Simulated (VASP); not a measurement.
A run of VASP 6.6.1 is set up as follows.

File POSCAR:

```
TiSe2
1.0
    3.5966711298      0.0000000000      0.0000000000
   -1.7983355649      3.1148085675      0.0000000000
    0.0000000000      0.0000000000      6.3745909152
Ti Se
1 2
Direct
    0.0000000000      0.0000000000      0.0000000000
    0.3333333333      0.6666666667      0.2403943924
    0.6666666667      0.3333333333      0.7596056076
```

INCAR.step1

```
  PREC = Accurate
  ENCUT = 550
  ISMEAR = 0
  SIGMA = 0.1
  LREAL = False
  LASPH = True
  NELM = 120
  GGA = PE
  ALGO = Normal
  EDIFF = 1E-5
  LWAVE = True
  LCHARG = False
  GGA_COMPAT = False
  IBRION = 2
  ISIF = 3
  EDIFFG = -0.005
  NELMIN = 4
  NSW = 100
  KPAR = 4
```

The input INCAR.step2:

```
  PREC = Accurate
  ENCUT = 550
  EDIFF = 1E-7
  ISMEAR = 0
  SIGMA = 0.1
  LREAL = False
  LASPH = True
  NELM = 120
  ALGO = Normal
  ISIF = 4
  LWAVE = False
  LCHARG = False
  METAGGA = R2SCAN
  LMIXTAU = True
  IBRION = 2
  NSW = 50
  EDIFFG = -0.01
  ISTART = 1
  GGA_COMPAT = False
  NELMIN = 4
  KPAR = 4
```

Contents of KPOINTS:

```
regular mesh
0
Gamma
  15 15 8
```

Potentials or basis: VASP PAW PBE potentials, release 64 (Ti_sv, Se).

Run with:

```bash
$ cat potpaw_PBE.64/Ti_sv/POTCAR potpaw_PBE.64/Se/POTCAR > POTCAR
$ cp INCAR.step1 INCAR
$ mpirun -np 4 vasp_std > vasp.out
$ cp INCAR.step2 INCAR
$ mpirun -np 4 vasp_std > vasp.out
```

What does it give for the band gap on the k mesh?

Zero (bands 12 and 13 overlap by 0.22 eV).

Forces on the atoms (eV/Å):
```
Ti   0.000  0.000  0.000
Se   0.000  0.000 -0.003
Se   0.000  0.000  0.003
```

Caveat: the PAW data sets were made with another functional, which shifts forces and pressure a little.
